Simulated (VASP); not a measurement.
# ZnCd2Te3 (P6/mmm) in VASP: relaxation of cell and atoms with PBE

Aim: the relaxation of cell and atoms of ZnCd2Te3 with PBE.

Everything below comes from runs of VASP 6.6.1. Logs are shortened: lines on timing, memory, paths and dates and some standing lists are left out, and cuts for length are marked.

## 1. The cell of the first run

It takes space group P6/mmm (No. 191, hexagonal). The conventional cell has a = 5.429 Å, b = 5.429 Å, c = 6.536 Å, α = 90.00°, β = 90.00°, γ = 120.00°. Zn (site symmetry 6/mmm) has 6 Cd at 3.13 Å and 2 Te at 3.27 Å within 4.1 Å. Within 4.1 Å of Cd (site symmetry -6m2) lie 3 Cd at 3.13 Å and 3 Zn at 3.13 Å and 2 Te at 3.27 Å. Te (site symmetry 6/mmm) has 6 Te at 3.13 Å and 2 Zn at 3.27 Å within 4.1 Å. Te (site symmetry -6m2) has 6 Te at 3.13 Å and 2 Cd at 3.27 Å within 4.1 Å.

The cell was generated, and may not be a known phase.

## 2. Relaxation of cell and atoms, PBE

INCAR reads:

```
ALGO     = Fast           # electronic algorithm
EDIFF    = 1E-7           # SCF threshold, eV
EDIFFG   = -0.01          # ionic threshold
ENCUT    = 600            # plane-wave cutoff, eV
GGA      = PE             # functional
IBRION   = 2              # ionic algorithm
ISIF     = 3              # what is computed and relaxed
ISMEAR   = 0              # smearing method
LASPH    = True           # aspherical terms in the spheres
LCHARG   = False          # write CHGCAR
LREAL    = False          # projectors in reciprocal space
LWAVE    = False          # write WAVECAR
NELM     = 100            # most SCF steps
NSW      = 100            # ionic steps
PREC     = Accurate       # precision mode
SIGMA    = 0.1            # smearing width, eV
```

KPOINTS reads:

```
k-points
0
Gamma
  12 12 6
```

POSCAR reads:

```
ZnCd2Te3
1.0
    5.4286616199      0.0000000000      0.0000000000
   -2.7143308100      4.7013588714      0.0000000000
    0.0000000000      0.0000000000      6.5362357085
Zn Cd Te
1 2 3
Direct
    0.0000000000      0.0000000000      0.5000000000
    0.3333333333      0.6666666667      0.5000000000
    0.6666666667      0.3333333333      0.5000000000
    0.0000000000      0.0000000000      0.0000000000
    0.3333333333      0.6666666667      0.0000000000
    0.6666666667      0.3333333333      0.0000000000
```

Potentials or basis: VASP PAW PBE potentials, release 64 (Zn, Cd, Te).

Launch:

```console
$ cat potpaw_PBE.64/Zn/POTCAR potpaw_PBE.64/Cd/POTCAR potpaw_PBE.64/Te/POTCAR > POTCAR
$ mpirun -np 1 vasp_std > vasp.out
```

OUTCAR:

```text
EDIFF = 1E-7
   EDIFFG = -0.01
   ENCUT = 600
   GGA = PE
   IBRION = 2
   ISIF = 3
   ISMEAR = 0
   LASPH = True
   LREAL = False
   NELM = 100
   NSW = 100
   PREC = Accurate

 ion  position               nearest neighbor table
   1  0.000  0.000  0.500-   2 3.13   3 3.13   3 3.13   2 3.13   3 3.13   2 3.13   4 3.27   4 3.27

   2  0.333  0.667  0.500-   3 3.13   3 3.13   1 3.13   1 3.13   1 3.13   3 3.13   5 3.27   5 3.27

   3  0.667  0.333  0.500-   2 3.13   2 3.13   1 3.13   1 3.13   1 3.13   2 3.13   6 3.27   6 3.27

   4  0.000  0.000  0.000-   5 3.13   6 3.13   6 3.13   5 3.13   6 3.13   5 3.13   1 3.27   1 3.27

   5  0.333  0.667  0.000-   6 3.13   6 3.13   4 3.13   4 3.13   4 3.13   6 3.13   2 3.27   2 3.27

   6  0.667  0.333  0.000-   5 3.13   5 3.13   4 3.13   4 3.13   4 3.13   5 3.13   3 3.27   3 3.27

  LATTYP: Found a hexagonal cell.
 ALAT       =     5.4286616199
 C/A-ratio  =     1.2040234161

  Lattice vectors:

 A1 = (   5.4286616199,   0.0000000000,   0.0000000000)
 A2 = (  -2.7143308100,   4.7013588714,   0.0000000000)
 A3 = (   0.0000000000,   0.0000000000,   6.5362357085)

Analysis of symmetry for initial positions (statically):
=====================================================================
 Subroutine PRICEL returns:
 Original cell was already a primitive cell.

 Routine SETGRP: Setting up the symmetry group for a
 hexagonal supercell.

 Subroutine GETGRP returns: Found 24 space group operations
 (whereof 24 operations were pure point group operations)
 out of a pool of 24 trial point group operations.

The static configuration has the point symmetry D_6h.

Analysis of symmetry for dynamics (positions and initial velocities):
=====================================================================
 Subroutine PRICEL returns:
 Original cell was already a primitive cell.

 Routine SETGRP: Setting up the symmetry group for a
 hexagonal supercell.

 Subroutine GETGRP returns: Found 24 space group operations
 (whereof 24 operations were pure point group operations)
 out of a pool of 24 trial point group operations.

The dynamic configuration has the point symmetry D_6h.

 Subroutine INISYM returns: Found 24 space group operations
 (whereof 24 operations are pure point group operations),
 and found     1 'primitive' translations

----------------------------------------------------------------------------------------

                                     Primitive cell

  volume of cell :     166.8184

  direct lattice vectors                    reciprocal lattice vectors
     5.428661620  0.000000000  0.000000000     0.184207466  0.106352230  0.000000000
    -2.714330810  4.701358871  0.000000000     0.000000000  0.212704460  0.000000000
     0.000000000  0.000000000  6.536235708     0.000000000  0.000000000  0.152993259

  length of vectors
     5.428661620  5.428661620  6.536235708     0.212704460  0.212704460  0.152993259

  position of ions in fractional coordinates (direct lattice)
     0.000000000  0.000000000  0.500000000
     0.333333333  0.666666667  0.500000000
     0.666666667  0.333333333  0.500000000
     0.000000000  0.000000000  0.000000000
     0.333333333  0.666666667  0.000000000
     0.666666667  0.333333333  0.000000000

  ion indices of the primitive-cell ions
   primitive index   ion index
                 1           1
                 2           2
                 3           3
                 4           4
                 5           5
                 6           6

----------------------------------------------------------------------------------------

 KPOINTS: k-points

Automatic generation of k-mesh.
 Grid dimensions read from file:
 generate k-points for:   12   12    6

 Generating k-lattice:

  Cartesian coordinates                     Fractional coordinates (reciprocal lattice)
     0.015350622  0.008862686  0.000000000     0.083333333  0.000000000  0.000000000
     0.000000000  0.017725372  0.000000000     0.000000000  0.083333333  0.000000000
     0.000000000  0.000000000  0.025498876     0.000000000  0.000000000  0.166666667

  Length of vectors
     0.017725372  0.017725372  0.025498876

  Shift w.r.t. Gamma in fractional coordinates (k-lattice)
     0.000000000  0.000000000  0.000000000

 Subroutine IBZKPT returns following result:
 ===========================================

 Found     76 irreducible k-points:

 Following reciprocal coordinates:
            Coordinates               Weight
  0.000000  0.000000  0.000000      1.000000
  0.083333  0.000000  0.000000      6.000000
  0.166667  0.000000  0.000000      6.000000
  0.250000  0.000000  0.000000      6.000000
  0.333333  0.000000  0.000000      6.000000
  0.416667  0.000000  0.000000      6.000000
[... 16 lines left out ...]
  0.250000  0.000000  0.166667     12.000000
  0.333333  0.000000  0.166667     12.000000
 [... further k-points ...]
   k-points           NKPTS =     76   k-points in BZ     NKDIM =     76   number of bands    NBANDS=     32
   number of dos      NEDOS =    301   number of ions     NIONS =      6
   total plane-waves  NPLWV = 124416
   dimension x,y,z NGX =    48 NGY =   48 NGZ =   54
   dimension x,y,z NGXF=    96 NGYF=   96 NGZF=  108
   ions per type =               1   2   3
   NGX,Y,Z   is equivalent  to a cutoff of  14.70, 14.70, 13.73 a.u.
   NGXF,Y,Z  is equivalent  to a cutoff of  29.40, 29.40, 27.47 a.u.
 SYSTEM =  unknown system
   PREC   = accura    normal or accurate (medium, high low for compatibility)
   ISTART =      0    job   : 0-new  1-cont  2-samecut
   ICHARG =      2    charge: 1-file 2-atom 10-const
   ISPIN  =      1    spin polarized calculation?
   LNONCOLLINEAR =      F non collinear calculations
   LSORBIT =      F    spin-orbit coupling
   LASPH  =      T    aspherical Exc in radial PAW
   ENCUT  =  600.0 eV  44.10 Ry    6.64 a.u.  10.84 10.84 13.05*2*pi/ulx,y,z
   NELM   =    100;   NELMIN=  2; NELMDL= -5     # of ELM steps
   EDIFF  = 0.1E-06   stopping-criterion for ELM
   LREAL  =      F    real-space projection
   EDIFFG = -.1E-01   stopping-criterion for IOM
   NSW    =    100    number of steps for IOM
   IBRION =      2    ionic relax: 0-MD 1-quasi-New 2-CG
   NFREE  =      1    steps in history (QN), initial steepest desc. (CG)
   ISIF   =      3    stress and relaxation
   ISYM   =      2    0-nonsym 1-usesym 2-fastsym
   POTIM  = 0.5000    time-step for ionic-motion
   TEBEG  =    0.0;   TEEND  =   0.0 temperature during run
   PSTRESS=    0.0 pullay stress
   NELECT =      54.0000    total number of electrons
   NUPDOWN=      -1.0000    fix difference up-down
   EMIN   =  10.00;   EMAX   =-10.00  energy-range for DOS
   EFERMI =   0.00;   METHOD = LEGACY
   ISMEAR =     0;   SIGMA  =   0.10  broadening in eV -4-tet -1-fermi 0-gaus
   EFERMI_NEDOS =   21; number of points for ismear=-14 and -15
   IALGO  =     68    algorithm
   IMIX   =      4    mixing-type and parameters
     AMIX     =   0.40;   BMIX     =  1.00
     AMIX_MAG =   1.60;   BMIX_MAG =  1.00
  volume/ion in A,a.u.               =      27.80       187.62
  Fermi-wavevector in a.u.,A,eV,Ry     =   1.124065  2.124175 17.191265  1.263522
  Thomas-Fermi vector in A             =   2.260735
   LORBIT       =      0    0 simple, 1 ext, 2 COOP (PROOUT), +10 PAW based schemes
   GGA     = PE    functional components
   LHFCALC =     F    Hartree Fock is set to
   AEXX    =    0.0000 exact exchange contribution
   IVDW    =     0    specifies the selected vdW correction
   LEPSILON=     F    determine dielectric tensor
   LRPA    =     F    only Hartree local field effects (RPA)
 conjugate gradient relaxation of ions
 non-spin polarized calculation
 RMM-DIIS sequential band-by-band and
 Gauss-broadening in eV      SIGMA  =   0.10
  energy-cutoff  :      600.00
  volume of cell :      166.82
 maximum number of plane-waves:      5612
 NGX is ok and might be reduce to    48
   NGX = 21   NGY = 21   NGZ = 27

--------------------------------------- Ionic step        1  -------------------------------------------

 number of electron      53.9999988 magnetization

 Free energy of the ion-electron system (eV)
  ---------------------------------------------------
  ext. energy  EPLUGINS =         0.00000000
  ---------------------------------------------------
  free energy    TOTEN  =       -11.10695441 eV

  energy without entropy =      -11.09178411  energy(sigma->0) =      -11.09936926

------------------------ aborting loop because EDIFF is reached ----------------------------------------

  FORCE on cell =-STRESS in cart. coord.  units (eV):
  Direction    XX          YY          ZZ          XY          YZ          ZX
  --------------------------------------------------------------------------------------
  -------------------------------------------------------------------------------------
  Total        1.7162588      1.7162588     -1.8782141     -0.0000000      0.0000000      0.0000000
  in kB       16.4835017     16.4835017    -18.0389724     -0.0000000      0.0000000      0.0000000
  external PRESSURE =       4.9760104 kB  Pullay stress =       0.0000000 kB
[... 225 lines left out ...]
  energy  without entropy=      -11.1481284210  energy(sigma->0) =      -11.15429836

--------------------------------------- Ionic step        7  -------------------------------------------

 number of electron      54.0000020 magnetization

 Free energy of the ion-electron system (eV)
  ---------------------------------------------------
  ext. energy  EPLUGINS =         0.00000000
  ---------------------------------------------------
  free energy    TOTEN  =       -11.16053912 eV

  energy without entropy =      -11.14857451  energy(sigma->0) =      -11.15455682

 E-fermi :   4.5603     XC(G=0):  -9.7554

 val. band max:        4.5502334784   @ k =   0.4167   0.0833   0.5000
 cond. band min:       4.5649994544   @ k =   0.2500   0.0000   0.5000
 fundamental gap:      0.0147659761
 Fermi energy:         4.5602794213

 k-point     1 :       0.0000    0.0000    0.0000
  band No.  band energies     occupation
      1      -9.1617      2.00000
      2      -5.4121      2.00000
      3      -5.2655      2.00000
      4      -4.0457      2.00000
      5      -3.9645      2.00000
      6      -3.9645      2.00000
[... 829 lines left out ...]
     31       6.6995      0.00000
     32       8.6049      0.00000

 [... further k-points ...]

------------------------ aborting loop because EDIFF is reached ----------------------------------------

  FORCE on cell =-STRESS in cart. coord.  units (eV):
  Direction    XX          YY          ZZ          XY          YZ          ZX
  --------------------------------------------------------------------------------------
  -------------------------------------------------------------------------------------
  Total        0.0094036      0.0094036      0.0029074     -0.0000000     -0.0000000     -0.0000000
  in kB        0.0909135      0.0909135      0.0281086     -0.0000000     -0.0000000     -0.0000000
  external PRESSURE =       0.0699786 kB  Pullay stress =       0.0000000 kB
[... 21 lines left out ...]
  FREE ENERGIE OF THE ION-ELECTRON SYSTEM (eV)
  ---------------------------------------------------
  free  energy   TOTEN  =       -11.1605391219 eV

  energy  without entropy=      -11.1485745138  energy(sigma->0) =      -11.15455682

 reached required accuracy - stopping structural energy minimisation
```

Wall time 54 min (1 thread of Oxide Virtual Turin-like, shared host); peak memory 0.69 GiB.

Results:

* Free energy: -11.1605 eV
* Relaxed volume: 27.62 Å³/atom
* Relaxed cell: a = 5.494 Å, b = 5.494 Å, c = 6.339 Å, α = 90.00°, β = 90.00°, γ = 120.00°
* Space group after relaxing (to 0.1 Å): P6/mmm (No. 191)
* Energy gained by relaxing: 8.9 meV/atom
* Ionic steps: 7
* Pressure after relaxing: 0.0 GPa
* Band gap on the k mesh: zero (bands 27 and 28 overlap by 2.81 eV)

The path:
```csv
step,energy change (eV),largest force (eV/Å),pressure (GPa),volume (Å³)
1,0.0000,0.0000,0.50,166.82
2,-0.0447,0.0000,-0.49,168.86
3,-0.0455,0.0000,-0.62,169.15
4,-0.0529,0.0000,-0.20,166.75
5,-0.0535,0.0000,-0.05,165.92
6,-0.0535,0.0000,-0.04,165.86
7,-0.0536,0.0000,0.01,165.72
```

Final structure:
```cif
data_structure
_symmetry_space_group_name_H-M 'P 1'
_symmetry_Int_Tables_number 1
_cell_length_a 5.4942
_cell_length_b 5.4942
_cell_length_c 6.3392
_cell_angle_alpha 90.000
_cell_angle_beta 90.000
_cell_angle_gamma 120.000
_cell_volume 165.72
loop_
_atom_site_label
_atom_site_type_symbol
_atom_site_fract_x
_atom_site_fract_y
_atom_site_fract_z
_atom_site_occupancy
Zn1 Zn 0.00000 0.00000 0.50000 1
Cd1 Cd 0.33333 0.66667 0.50000 1
Cd2 Cd 0.66667 0.33333 0.50000 1
Te1 Te 0.00000 0.00000 0.00000 1
Te2 Te 0.33333 0.66667 0.00000 1
Te3 Te 0.66667 0.33333 0.00000 1
```

Caveat: spin-orbit coupling is left out, which moves the levels of the heavy elements.
